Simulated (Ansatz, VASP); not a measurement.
Two plane-wave programs on Ta2Si2Ge

```
Ta Si Ge
1.0
     3.01170    0.00000    0.00000
    -1.50585    2.60821    0.00000
     0.00000    0.00000   10.68369
Ta Si Ge
2 2 1
Direct
  0.33333 0.66667 0.70702
  0.66667 0.33333 0.29298
  0.00000 0.00000 0.10853
  0.00000 0.00000 0.89147
  0.00000 0.00000 0.50000
```

Alike in both runs: functional PBE; k mesh 12 × 12 × 4; occupations gaussian, width 0.1 eV; no spin polarisation.

Ansatz relaxed the structure, and its values are those at the end. VASP's run is a single point on that final structure, the one shown.

|  | VASP | Ansatz |
| --- | --- | --- |
| version | VASP 6.6.1 | Ansatz 0.2.0 |
| potentials or method | VASP PAW PBE potentials, release 64 (Ta_pv, Si, Ge_d), cutoff 520 eV | scalar-relativistic, plane waves, PAW |
| valence electrons in the cell | 44 | 48 |

Ansatz gave:

```
gap on the k mesh at the Fermi level (eV) : none
pressure (GPa)                            : 0.0
rms of the force components (eV/Å)        : 0.002
```

**Question.** Which values does VASP return?

**Answer.** gap on the k mesh at the Fermi level (eV): none; pressure (GPa): 0.1; rms of the force components (eV/Å): 0.009.

A gap of «none» marks a metal or a gap that the smearing closes. VASP's potentials hold 44 valence electrons a cell and Ansatz's 48, so a difference there can come from the potentials and not from the codes.

Spin-orbit coupling is off throughout.
